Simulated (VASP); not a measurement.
# Zn: single point with PBEsol

Crystal: Zn.

```
Zn
1.0
     2.69987    0.00000    0.00000
    -1.34993    2.33815    0.00000
     0.00000    0.00000    5.01180
Zn
2
Cartesian
  0.0000 1.5588 1.2529
  1.3499 0.7794 3.7588
```

```yaml
Program: VASP 6.6.1
Task: single point
Functional: PBEsol
Potentials_or_basis: VASP PAW PBE potentials, release 64 (Zn)
Cutoff: 520 eV
k_mesh: 18 × 18 × 8
Occupations: fermi-dirac, width 0.03 eV
Spin: no spin polarisation
```

The pressure is -7.2 GPa. The band gap on the k mesh is zero (bands 12 and 13 overlap by 4.64 eV).

Stress tensor (GPa, compression positive):
```
-8.10  0.00  0.00
 0.00 -8.10  0.00
 0.00  0.00 -5.49
```

Levels at points of the mesh, in eV from the Fermi level:
| k point | band 8 | band 9 | band 10 | band 11 | band 12 | band 13 | band 14 | band 15 | band 16 | band 17 |
| --- | --- | --- | --- | --- | --- | --- | --- | --- | --- | --- |
| (0.00, 0.00, 0.00) | -7.33 | -7.33 | -7.14 | -7.14 | -3.59 | -3.20 | 13.12 | 16.70 | 16.75 | 16.75 |
| (0.50, 0.00, 0.00) | -7.15 | -6.97 | -6.95 | -2.86 | -2.29 | 2.38 | 3.35 | 3.70 | 5.47 | 9.73 |
| (0.00, 0.00, 0.50) | -7.60 | -7.22 | -7.22 | -7.22 | -7.22 | 4.32 | 4.32 | 17.98 | 17.98 | 17.98 |
| (0.50, 0.00, 0.50) | -7.16 | -6.96 | -6.96 | -1.89 | -1.89 | -0.11 | -0.11 | 9.72 | 9.72 | 11.47 |

Wall time 28 s on 1 thread of Intel(R) Xeon(R) 6975P-C (Granite Rapids) (shared host), peak memory 0.21 GiB.

Caveat: the cell stands under tension; the PAW data sets were made with another functional, which shifts forces and pressure a little.
